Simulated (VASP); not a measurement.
# Ti (P6_3/mmc) in VASP: a series of runs, part 3 of 3

VASP 6.6.1. Earlier steps stand in the parts before.

**5. Electric field gradients, PBEsol (volume scaled by 1.02)**

Input file INCAR:

```
SYSTEM = Ti
PREC = Accurate ; ENCUT = 520
EDIFF = 1E-8 ; ISMEAR = -1
SIGMA = 0.08 ; LREAL = .FALSE.
LASPH = .TRUE. ; NELM = 100
ALGO = Normal ; ISIF = 2
LWAVE = .FALSE. ; LCHARG = .FALSE.
GGA = PS ; LEFG = .TRUE.
NBANDS = 19
```

Input file KPOINTS:

```
Automatic mesh
0
G
  13 13 7
  0 0 0
```

Input file POSCAR:

```
Ti
1.0
    2.9695348394      0.0000000000      0.0000000000
   -1.4847674197      2.5716926084      0.0000000000
    0.0000000000      0.0000000000      4.7170340170
Ti
2
Direct
    0.3333333333      0.6666666667      0.2500000000
    0.6666666667      0.3333333333      0.7500000000
```

Potentials or basis: VASP PAW PBE potentials, release 64 (Ti_sv).

Command:

```sh
> cat potpaw_PBE.64/Ti_sv/POTCAR > POTCAR
> mpirun -np 1 vasp_std > vasp.out
```

OUTCAR:

```text
SYSTEM = Ti
   PREC = Accurate
   ENCUT = 520
   EDIFF = 1E-8
   ISMEAR = -1
   LREAL = .FALSE.
   LASPH = .TRUE.
   NELM = 100
   ISIF = 2
   GGA = PS

 ion  position               nearest neighbor table
   1  0.333  0.667  0.250-   2 2.92   2 2.92   2 2.92   2 2.92   2 2.92   2 2.92
   2  0.667  0.333  0.750-   1 2.92   1 2.92   1 2.92   1 2.92   1 2.92   1 2.92

  LATTYP: Found a hexagonal cell.
 ALAT       =     2.9695348394
 C/A-ratio  =     1.5884757284

  Lattice vectors:

 A1 = (   2.9695348394,   0.0000000000,   0.0000000000)
 A2 = (  -1.4847674197,   2.5716926084,   0.0000000000)
 A3 = (   0.0000000000,   0.0000000000,   4.7170340170)

Analysis of symmetry for initial positions (statically):
=====================================================================
 Subroutine PRICEL returns:
 Original cell was already a primitive cell.

 Routine SETGRP: Setting up the symmetry group for a
 hexagonal supercell.

 Subroutine GETGRP returns: Found 24 space group operations
 (whereof 12 operations were pure point group operations)
 out of a pool of 24 trial point group operations.

The static configuration has the point symmetry D_3d.
 The point group associated with its full space group is D_6h.

Analysis of symmetry for dynamics (positions and initial velocities):
=====================================================================
 Subroutine PRICEL returns:
 Original cell was already a primitive cell.

 Routine SETGRP: Setting up the symmetry group for a
 hexagonal supercell.

 Subroutine GETGRP returns: Found 24 space group operations
 (whereof 12 operations were pure point group operations)
 out of a pool of 24 trial point group operations.

The dynamic configuration has the point symmetry D_3d.
 The point group associated with its full space group is D_6h.

 Subroutine INISYM returns: Found 24 space group operations
 (whereof 12 operations are pure point group operations),
 and found     1 'primitive' translations

----------------------------------------------------------------------------------------

                                     Primitive cell

  volume of cell :      36.0227

  direct lattice vectors                    reciprocal lattice vectors
     2.969534839  0.000000000  0.000000000     0.336753079  0.194424481  0.000000000
    -1.484767420  2.571692608  0.000000000     0.000000000  0.388848961  0.000000000
     0.000000000  0.000000000  4.717034017     0.000000000  0.000000000  0.211997623

  length of vectors
     2.969534839  2.969534839  4.717034017     0.388848961  0.388848961  0.211997623

  position of ions in fractional coordinates (direct lattice)
     0.333333333  0.666666667  0.250000000
     0.666666667  0.333333333  0.750000000

  ion indices of the primitive-cell ions
   primitive index   ion index
                 1           1
                 2           2

[... 76 lines left out ...]
   NFREE  =      0    steps in history (QN), initial steepest desc. (CG)
   ISIF   =      2    stress and relaxation
   ISYM   =      2    0-nonsym 1-usesym 2-fastsym
   POTIM  = 0.5000    time-step for ionic-motion
   TEBEG  =    0.0;   TEEND  =   0.0 temperature during run
   PSTRESS=    0.0 pullay stress
   NELECT =      24.0000    total number of electrons
   NUPDOWN=      -1.0000    fix difference up-down
   EMIN   =  10.00;   EMAX   =-10.00  energy-range for DOS
   EFERMI =   0.00;   METHOD = LEGACY
   ISMEAR =    -1;   SIGMA  =   0.08  broadening in eV -4-tet -1-fermi 0-gaus
   EFERMI_NEDOS =   21; number of points for ismear=-14 and -15
   IALGO  =     38    algorithm
   IMIX   =      4    mixing-type and parameters
     AMIX     =   0.40;   BMIX     =  1.00
     AMIX_MAG =   1.60;   BMIX_MAG =  1.00
  volume/ion in A,a.u.               =      18.01       121.55
  Fermi-wavevector in a.u.,A,eV,Ry     =   1.429837  2.701999 27.816196  2.044433
  Thomas-Fermi vector in A             =   2.549747
   LORBIT       =      0    0 simple, 1 ext, 2 COOP (PROOUT), +10 PAW based schemes
   GGA     = PS    functional components
   LHFCALC =     F    Hartree Fock is set to
   AEXX    =    0.0000 exact exchange contribution
   IVDW    =     0    specifies the selected vdW correction
   LEPSILON=     F    determine dielectric tensor
   LRPA    =     F    only Hartree local field effects (RPA)
 non-spin polarized calculation
  energy-cutoff  :      520.00
  volume of cell :       36.02
 maximum number of plane-waves:      1002
 NGX is ok and might be reduce to    24
   NGX = 11   NGY = 11   NGZ = 17

 number of electron      24.0000001 magnetization

 Free energy of the ion-electron system (eV)
  ---------------------------------------------------
  ext. energy  EPLUGINS =         0.00000000
  ---------------------------------------------------
  free energy    TOTEN  =       -16.63308592 eV

  energy without entropy =      -16.58275964  energy(sigma->0) =      -16.60792278

 E-fermi :   7.8184     XC(G=0): -11.4621

 val. band max:        7.8111493826   @ k =   0.3846   0.2308   0.2857
 cond. band min:       7.8188523440   @ k =   0.2308   0.2308   0.4286
 fundamental gap:      0.0077029614
 Fermi energy:         7.8183836993

 k-point     1 :       0.0000    0.0000    0.0000
  band No.  band energies     occupation
      1     -48.8539      2.00000
      2     -48.7348      2.00000
      3     -25.5024      2.00000
      4     -24.9232      2.00000
      5     -24.9232      2.00000
      6     -24.8674      2.00000
[... 505 lines left out ...]
      6     -24.9476      2.00000
[... 11 lines left out ...]
     18       9.5473      0.00000
     19      10.9794      0.00000

 [... further k-points ...]

------------------------ aborting loop because EDIFF is reached ----------------------------------------

  FORCE on cell =-STRESS in cart. coord.  units (eV):
  Direction    XX          YY          ZZ          XY          YZ          ZX
  --------------------------------------------------------------------------------------
  -------------------------------------------------------------------------------------
  Total       -1.7246077     -1.7246077     -1.8420050     -0.0000000     -0.0000000      0.0000000
  in kB      -76.7051286    -76.7051286    -81.9265935     -0.0000000     -0.0000000      0.0000000
  external PRESSURE =     -78.4456169 kB  Pullay stress =       0.0000000 kB

 VOLUME and BASIS-vectors are now :
 -----------------------------------------------------------------------------
  energy-cutoff  :      520.00
  volume of cell :       36.02
      direct lattice vectors                 reciprocal lattice vectors
     2.969534839  0.000000000  0.000000000     0.336753079  0.194424481  0.000000000
    -1.484767420  2.571692608  0.000000000     0.000000000  0.388848961  0.000000000
     0.000000000  0.000000000  4.717034017     0.000000000  0.000000000  0.211997623

 POSITION                                       TOTAL-FORCE (eV/Angst)
 -----------------------------------------------------------------------------------
     -0.00000      1.71446      1.17926         0.000000      0.000000      0.000000
      1.48477      0.85723      3.53778        -0.000000     -0.000000      0.000000
 -----------------------------------------------------------------------------------
    total drift:                               -0.000000      0.000000     -0.000000

  FREE ENERGIE OF THE ION-ELECTRON SYSTEM (eV)
  ---------------------------------------------------
  free  energy   TOTEN  =       -16.6330859207 eV

  energy  without entropy=      -16.5827596411  energy(sigma->0) =      -16.60792278

 Electric field gradients (V/A^2)
---------------------------------------------------------------------
 ion       V_xx      V_yy      V_zz      V_xy      V_xz      V_yz
---------------------------------------------------------------------
   1      -7.891    -7.892    15.783    -0.001     0.000    -0.000
   2      -7.891    -7.892    15.783    -0.001    -0.000     0.000
---------------------------------------------------------------------

 Electric field gradients after diagonalization (V/A^2)
 (convention: |V_zz| > |V_xx| > |V_yy|)
----------------------------------------------------------------------
 ion       V_xx      V_yy      V_zz     asymmetry (V_yy - V_xx)/ V_zz
----------------------------------------------------------------------
   1      -7.892    -7.891    15.783       0.000
   2      -7.892    -7.891    15.783       0.000
----------------------------------------------------------------------

           NMR quadrupolar parameters

 Cq : quadrupolar parameter    Cq=e*Q*V_zz/h
 eta: asymmetry parameters     (V_yy - V_xx)/ V_zz
 Q  : nuclear electric quadrupole moment in mb (millibarn)
----------------------------------------------------------------------
 ion       Cq(MHz)       eta       Q (mb)
----------------------------------------------------------------------
   1       0.038       0.000       1.000
   2       0.038       0.000       1.000
----------------------------------------------------------------------
```

OSZICAR:

```text
N       E                     dE             d eps       ncg     rms          rms(c)
DAV:   1     0.261020197504E+03    0.26102E+03   -0.13029E+04  3192   0.156E+03
DAV:   2     0.113924851873E+02   -0.24963E+03   -0.24580E+03  3264   0.440E+02
DAV:   3    -0.177176636137E+02   -0.29110E+02   -0.28722E+02  5968   0.123E+02
DAV:   4    -0.190514676072E+02   -0.13338E+01   -0.13320E+01  3656   0.273E+01
DAV:   5    -0.191164643504E+02   -0.64997E-01   -0.64988E-01  4763   0.431E+00    0.120E+01
DAV:   6    -0.166472232798E+02    0.24692E+01   -0.90620E+00  3739   0.296E+01    0.276E+00
DAV:   7    -0.166205403636E+02    0.26683E-01   -0.76726E-01  4804   0.609E+00    0.205E+00
DAV:   8    -0.166402157297E+02   -0.19675E-01   -0.19576E-01  3558   0.519E+00    0.652E-01
DAV:   9    -0.166326402476E+02    0.75755E-02   -0.45606E-02  3699   0.208E+00    0.707E-02
DAV:  10    -0.166330158043E+02   -0.37556E-03   -0.27834E-03  4735   0.310E-01    0.869E-02
DAV:  11    -0.166330922505E+02   -0.76446E-04   -0.16349E-04  3695   0.844E-02    0.355E-02
DAV:  12    -0.166330859591E+02    0.62914E-05   -0.28451E-05  3971   0.429E-02    0.109E-02
DAV:  13    -0.166330859361E+02    0.23044E-07   -0.24964E-06  3543   0.146E-02    0.834E-04
DAV:  14    -0.166330859119E+02    0.24197E-07   -0.22754E-07  4667   0.251E-03    0.102E-03
DAV:  15    -0.166330858812E+02    0.30718E-07   -0.48225E-08  3193   0.167E-03    0.220E-04
DAV:  16    -0.166330859325E+02   -0.51341E-07   -0.57831E-09  2011   0.494E-04    0.130E-04
DAV:  17    -0.166330859212E+02    0.11324E-07   -0.91901E-10  1755   0.228E-04    0.242E-05
DAV:  18    -0.166330859207E+02    0.50659E-09   -0.24852E-10  1719   0.102E-04
   1 F= -.16633086E+02 E0= -.16607923E+02  d E =-.503263E-01
```

It used 110 s of CPU time on 1 thread of AMD EPYC 7R13 Processor (Zen 3) (shared host).

What came out:

| Quantity | Value |
| --- | --- |
| Free energy | -16.6331 eV |
| Pressure | -7.8 GPa |
| Band gap on the k mesh | zero (band 12 reaches 8.59 eV, above the bottom of band 13 at 7.52 eV) |

Electric field gradients, principal values (V/Å²):
```csv
atom,least,middle,greatest (by size)
1 Ti,-7.891,-7.892,15.783
2 Ti,-7.891,-7.892,15.783
```

Caveat: without QUAD_EFG the Cq values of the log hold for a quadrupole moment of 1 mb, not for the nuclei; the PAW data sets were made with another functional, which shifts forces and pressure a little.

**6. Electric field gradients, PBEsol (volume scaled by 0.96)**

Input file INCAR:

```
PREC = Accurate
ENCUT = 520
EDIFF = 1E-8
ISMEAR = -1
SIGMA = 0.08
LREAL = False
LASPH = True
NELM = 80
ALGO = Normal
ISIF = 2
LWAVE = False
LCHARG = False
GGA = PS
LEFG = True
NBANDS = 19
```

Input file KPOINTS:

```
regular mesh
0
Gamma
  13 13 7
```

Input file POSCAR:

```
Ti
1.0
    2.9101281370      0.0000000000      0.0000000000
   -1.4550640685      2.5202448949      0.0000000000
    0.0000000000      0.0000000000      4.6226679121
Ti
2
Direct
    0.3333333333      0.6666666667      0.2500000000
    0.6666666667      0.3333333333      0.7500000000
```

Potentials or basis: VASP PAW PBE potentials, release 64 (Ti_sv).

Command:

```sh
> cat potpaw_PBE.64/Ti_sv/POTCAR > POTCAR
> mpirun -np 1 vasp_std > vasp.out
```

OUTCAR:

```text
PREC = Accurate
   ENCUT = 520
   EDIFF = 1E-8
   ISMEAR = -1
   LREAL = False
   LASPH = True
   NELM = 80
   ISIF = 2
   GGA = PS

 ion  position               nearest neighbor table
   1  0.333  0.667  0.250-   2 2.86   2 2.86   2 2.86   2 2.86   2 2.86   2 2.86
   2  0.667  0.333  0.750-   1 2.86   1 2.86   1 2.86   1 2.86   1 2.86   1 2.86

  LATTYP: Found a hexagonal cell.
 ALAT       =     2.9101281370
 C/A-ratio  =     1.5884757284

  Lattice vectors:

 A1 = (   2.9101281370,   0.0000000000,   0.0000000000)
 A2 = (  -1.4550640685,   2.5202448949,   0.0000000000)
 A3 = (   0.0000000000,   0.0000000000,   4.6226679121)

Analysis of symmetry for initial positions (statically):
=====================================================================
 Subroutine PRICEL returns:
 Original cell was already a primitive cell.

 Routine SETGRP: Setting up the symmetry group for a
[... 719 lines left out ...]
  energy-cutoff  :      520.00
  volume of cell :       33.90
      direct lattice vectors                 reciprocal lattice vectors
     2.910128137  0.000000000  0.000000000     0.343627481  0.198393418  0.000000000
    -1.455064069  2.520244895  0.000000000     0.000000000  0.396786837  0.000000000
     0.000000000  0.000000000  4.622667912     0.000000000  0.000000000  0.216325295

 POSITION                                       TOTAL-FORCE (eV/Angst)
 -----------------------------------------------------------------------------------
     -0.00000      1.68016      1.15567        -0.000000      0.000000      0.000000
      1.45506      0.84008      3.46700         0.000000     -0.000000      0.000000
 -----------------------------------------------------------------------------------
    total drift:                               -0.000000      0.000000     -0.000000

  FREE ENERGIE OF THE ION-ELECTRON SYSTEM (eV)
  ---------------------------------------------------
  free  energy   TOTEN  =       -16.6977540730 eV

  energy  without entropy=      -16.6505371179  energy(sigma->0) =      -16.67414560

 Electric field gradients (V/A^2)
---------------------------------------------------------------------
 ion       V_xx      V_yy      V_zz      V_xy      V_xz      V_yz
---------------------------------------------------------------------
   1      -9.118    -9.117    18.234     0.001     0.000    -0.000
   2      -9.118    -9.117    18.234     0.001    -0.000     0.000
---------------------------------------------------------------------

 Electric field gradients after diagonalization (V/A^2)
 (convention: |V_zz| > |V_xx| > |V_yy|)
----------------------------------------------------------------------
 ion       V_xx      V_yy      V_zz     asymmetry (V_yy - V_xx)/ V_zz
----------------------------------------------------------------------
   1      -9.118    -9.116    18.234       0.000
   2      -9.118    -9.116    18.234       0.000
----------------------------------------------------------------------

           NMR quadrupolar parameters

 Cq : quadrupolar parameter    Cq=e*Q*V_zz/h
 eta: asymmetry parameters     (V_yy - V_xx)/ V_zz
 Q  : nuclear electric quadrupole moment in mb (millibarn)
----------------------------------------------------------------------
 ion       Cq(MHz)       eta       Q (mb)
----------------------------------------------------------------------
   1       0.044       0.000       1.000
   2       0.044       0.000       1.000
----------------------------------------------------------------------
```

OSZICAR:

```text
N       E                     dE             d eps       ncg     rms          rms(c)
DAV:   1     0.260913741085E+03    0.26091E+03   -0.13102E+04  3208   0.159E+03
DAV:   2     0.108062520269E+02   -0.25011E+03   -0.24604E+03  3273   0.441E+02
DAV:   3    -0.176910583696E+02   -0.28497E+02   -0.28174E+02  5917   0.123E+02
DAV:   4    -0.189211700874E+02   -0.12301E+01   -0.12280E+01  3680   0.258E+01
DAV:   5    -0.189750585639E+02   -0.53888E-01   -0.53884E-01  4697   0.398E+00    0.127E+01
DAV:   6    -0.167067890850E+02    0.22683E+01   -0.79644E+00  3716   0.285E+01    0.309E+00
DAV:   7    -0.166795803108E+02    0.27209E-01   -0.79986E-01  4831   0.644E+00    0.211E+00
DAV:   8    -0.167054777654E+02   -0.25897E-01   -0.21217E-01  3444   0.539E+00    0.731E-01
DAV:   9    -0.166971803169E+02    0.82974E-02   -0.46686E-02  3592   0.221E+00    0.754E-02
DAV:  10    -0.166977186668E+02   -0.53835E-03   -0.37978E-03  4669   0.347E-01    0.888E-02
DAV:  11    -0.166977644196E+02   -0.45753E-04   -0.12007E-04  3864   0.777E-02    0.438E-02
DAV:  12    -0.166977538902E+02    0.10529E-04   -0.43070E-05  3442   0.588E-02    0.599E-03
DAV:  13    -0.166977539441E+02   -0.53903E-07   -0.18876E-06  3848   0.120E-02    0.156E-03
DAV:  14    -0.166977540302E+02   -0.86070E-07   -0.12553E-07  3817   0.218E-03    0.707E-04
DAV:  15    -0.166977540680E+02   -0.37882E-07   -0.38702E-08  3570   0.121E-03    0.113E-04
DAV:  16    -0.166977540730E+02   -0.49154E-08   -0.15381E-09  1761   0.343E-04
   1 F= -.16697754E+02 E0= -.16674146E+02  d E =-.472170E-01
```

stdout:

```text
POSCAR found type information on POSCAR Ti
 POSCAR found :  1 types and       2 ions
 scaLAPACK will be used
 -----------------------------------------------------------------------------
|                                                                             |
|                                                                             |
|     You enforced a specific xc type in the INCAR file but a different       |
|     I HOPE YOU KNOW WHAT YOU ARE DOING!                                     |
|                                                                             |
 -----------------------------------------------------------------------------

 LDA part: xc-table for (Slater+PW92), standard interpolation
 POSCAR, INCAR and KPOINTS ok, starting setup
 FFT: planning ... GRIDC
 FFT: planning ... GRID_SOFT
 FFT: planning ... GRID
 WAVECAR not read
 entering main loop
ion   1

ion   2
```

Wall time 22 s (1 thread of Intel Xeon 6975P-C (Granite Rapids), shared host); peak memory 0.18 GiB.

Results:

| Property | Result |
| --- | --- |
| Free energy | -16.6978 eV |
| Pressure | -1.8 GPa |
| Band gap on the k mesh | zero (band 12 reaches 9.26 eV, above the bottom of band 13 at 8.13 eV) |

Levels at points of the mesh, in eV from the Fermi level:
| k point | band 9 | band 10 | band 11 | band 12 | band 13 | band 14 | band 15 | band 16 |
| --- | --- | --- | --- | --- | --- | --- | --- | --- |
| (0.00, 0.00, 0.00) | -6.26 | -2.74 | 0.80 | 0.80 | 0.83 | 0.91 | 1.32 | 1.32 |

Electric field gradients, principal values (V/Å²):
| atom | least | middle | greatest (by size) |
| --- | --- | --- | --- |
| 1 Ti | -9.116 | -9.118 | 18.234 |
| 2 Ti | -9.116 | -9.118 | 18.234 |

Caveat: without QUAD_EFG the Cq values of the log hold for a quadrupole moment of 1 mb, not for the nuclei; the PAW data sets were made with another functional, which shifts forces and pressure a little.

**7. Overview**

```csv
cell,gap on the mesh (eV),pressure (GPa)
"a = 2.950, b = 2.950, c = 4.686 Å, angles 90.0, 90.0, 120.0°, 2 atoms",none,-6.0
"a = 2.979, b = 2.979, c = 4.686 Å, angles 90.0, 90.0, 120.0°, 2 atoms",none,-7.8
"a = 2.970, b = 2.970, c = 4.717 Å, angles 90.0, 90.0, 120.0°, 2 atoms",none,-7.8
"a = 2.910, b = 2.910, c = 4.623 Å, angles 90.0, 90.0, 120.0°, 2 atoms",none,-1.8
```

Alike in all rows: task electric field gradients; level PBEsol; potentials or basis VASP PAW PBE potentials, release 64 (Ti_sv); no spin polarisation; k mesh 13 × 13 × 7; cutoff (eV) 520; smearing fermi-dirac 0.08 eV.

Caveats: the PAW data sets were made with another functional, which shifts forces and pressure a little.

Total energies depend on the potentials used, so only differences within one code and one set of settings carry meaning.
